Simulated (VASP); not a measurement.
Here is a VASP 6.6.1 calculation.

The input POSCAR:

```
Sb
1.0
   -1.5498138199      1.5498138199      2.6659640676
    1.5498138199     -1.5498138199      2.6659640676
    1.5498138199      1.5498138199     -2.6659640676
Sb
1
Direct
    0.0000000000      0.0000000000      0.0000000000
```

INCAR.step1

```
SYSTEM = Sb
PREC = Accurate ; ENCUT = 520
ISMEAR = -1 ; SIGMA = 0.1
LREAL = .False. ; LASPH = .True.
NELM = 100 ; NBANDS = 8
GGA = PE ; ALGO = Normal
EDIFF = 1E-4 ; LWAVE = .True.
LCHARG = .False.
```

INCAR.step2

```
SYSTEM = Sb
PREC = Accurate ; ENCUT = 520
EDIFF = 1E-6 ; ISMEAR = -1
SIGMA = 0.1 ; LREAL = .False.
LASPH = .True. ; NELM = 100
ALGO = Normal ; ISIF = 2
LWAVE = .False. ; LCHARG = .False.
METAGGA = R2SCAN ; LMIXTAU = .True.
NBANDS = 8 ; ISTART = 1
```

KPOINTS

```
Automatic mesh
0
Gamma
  13 13 13
  0 0 0
```

Potentials or basis: VASP PAW PBE potentials, release 64 (Sb).

The run is started by

```sh
$ cat potpaw_PBE.64/Sb/POTCAR > POTCAR
$ cp INCAR.step1 INCAR
$ mpirun -np 1 vasp_std > vasp.out
$ cp INCAR.step2 INCAR
$ mpirun -np 1 vasp_std > vasp.out
```

**Question.** What does it give for the band gap on the k mesh?

**Answer.** Zero (an odd number of electrons rules out a gap without spin polarisation).

**Question.** What does it give for the pressure?

**Answer.** 5.2 GPa.

Stress tensor (GPa, compression positive):
```
5.23 0.00 0.00
0.00 5.23 0.00
0.00 0.00 5.09
```

Caveat: the cell stands under pressure; the PAW data sets were made with another functional, which shifts forces and pressure a little; spin-orbit coupling is left out, which moves the levels of the heavy elements.
